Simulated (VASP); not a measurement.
A run of VASP 6.6.1:

Contents of INCAR:

```
SYSTEM = PtS2
PREC = Accurate
ENCUT = 520
EDIFF = 1E-6
ISMEAR = -1
SIGMA = 0.05
LREAL = .False.
LASPH = .True.
NELM = 80
ALGO = Normal
ISIF = 2
LWAVE = .False.
LCHARG = .False.
GGA = PS
NBANDS = 31
```

File KPOINTS:

```
Automatic mesh
0
Gamma
  6 6 4
  0 0 0
```

Contents of POSCAR:

```
PtS2
1.0
    7.1413720508      0.0010491644      0.0031833329
   -1.7848915412      3.0917648030     -0.0002458998
    0.0022251687      0.0009114972      4.7913841664
Pt S
2 4
Direct
    0.0044718299     -0.0099450826     -0.0026615639
    0.5044740554     -0.0099391310     -0.0026657624
    0.3379680713      0.3235233997      0.7474591524
    0.1709863678      0.6566022530      0.2472099665
    0.8379704236      0.3235265227      0.7474593037
    0.6709764512      0.6565928615      0.2472210991
```

Potentials or basis: VASP PAW PBE potentials, release 64 (Pt, S).

Command:

```console
$ cat potpaw_PBE.64/Pt/POTCAR potpaw_PBE.64/S/POTCAR > POTCAR
$ mpirun -np 1 vasp_std > vasp.out
```

Hardware: 1 thread of Intel(R) Xeon(R) Platinum 8259CL CPU @ 2.50GHz (Skylake/Cascade Lake), on a shared host.

**Question.** Estimate the wall time of this run.

**Answer.** Wall time 2.9 min on 1 thread of Intel(R) Xeon(R) Platinum 8259CL CPU @ 2.50GHz (Skylake/Cascade Lake), with other jobs on the host, peak memory 0.35 GiB. Counts: scf iterations 13, k points 76.
